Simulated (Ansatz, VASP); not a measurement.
KMgF3: VASP beside Ansatz

File INCAR:

```
SYSTEM = KMgF3
ALGO = Normal
EDIFF = 1E-7
ENCUT = 520
GGA = PE
ISIF = 2
ISMEAR = -1
LASPH = .TRUE.
LCHARG = .TRUE.
LELF = .TRUE.
LREAL = .FALSE.
LVHAR = .TRUE.
LWAVE = .FALSE.
NBANDS = 24
NELM = 100
PREC = Accurate
SIGMA = 0.02
```

KPOINTS

```
k-points
0
G
  6 6 6
  0 0 0
```

POSCAR

```
KMgF3
1.0
    3.9802355636      0.0000000000      0.0000000000
    0.0000000000      3.9802355636      0.0000000000
    0.0000000000      0.0000000000      3.9802355636
K Mg F
1 1 3
Direct
    0.5000000000      0.5000000000      0.5000000000
    0.0000000000      0.0000000000      0.0000000000
    0.5000000000      0.0000000000      0.0000000000
    0.0000000000      0.5000000000      0.0000000000
    0.0000000000      0.0000000000      0.5000000000
```

Input for Ansatz:

```yaml
crystal:
  lattice:
    - [3.9802355636, 0.0, 0.0]
    - [0.0, 3.9802355636, 0.0]
    - [0.0, 0.0, 3.9802355636]
  atoms:
    - { symbol: K, position: [0.5, 0.5, 0.5] }
    - { symbol: Mg, position: [0.0, 0.0, 0.0] }
    - { symbol: F, position: [0.5, 0.0, 0.0] }
    - { symbol: F, position: [0.0, 0.5, 0.0] }
    - { symbol: F, position: [0.0, 0.0, 0.5] }
kpoints:
  mp_grid: { grid: [6, 6, 6] }
  band_path:
    path:
      - [[0.0, 0.0, 0.0], [3.920557222972e-51, 0.5, -8.064555952447e-36], [0.5, 0.5, -8.871011547692e-35], [0.0, 0.0, 0.0], [0.5, 0.5, 0.5], [3.920557222972e-51, 0.5, -8.064555952447e-36]]
      - [[0.5, 0.5, 0.5], [0.5, 0.5, -8.871011547692e-35]]
    npoints: 10
hamiltonian:
  xc: pbe
scf:
  occupations: { method: fermi_dirac, width: 0.02 }
  n_extra_bands: 5
output:
  forces: true
  stress: true
  eigenvalues: true
  write_density: true
  write_potential: true
  elf: true
  volumetric_format: npy
```

Alike in both runs: task single point; functional PBE; k mesh 6 × 6 × 6; occupations fermi-dirac, width 0.02 eV; no spin polarisation.

|  | VASP | Ansatz |
| --- | --- | --- |
| version | VASP 6.6.1 | Ansatz 0.2.0 |
| potentials or method | VASP PAW PBE potentials, release 64 (K_sv, Mg, F) | plane waves, PAW |
| plane-wave cutoff (eV) | 520 | 420 |
| valence electrons in the cell | 32 | 40 |

```csv
,VASP,Ansatz,Ansatz less VASP
gap on the k mesh at the Fermi level (eV),7.34,7.37,+0.030
pressure (GPa),3.7,4.1,+0.40
```

With one functional, cell and mesh, what is left measures potentials, basis and numerics. VASP's potentials hold 32 valence electrons a cell and Ansatz's 40, so a difference there can come from the potentials and not from the codes.
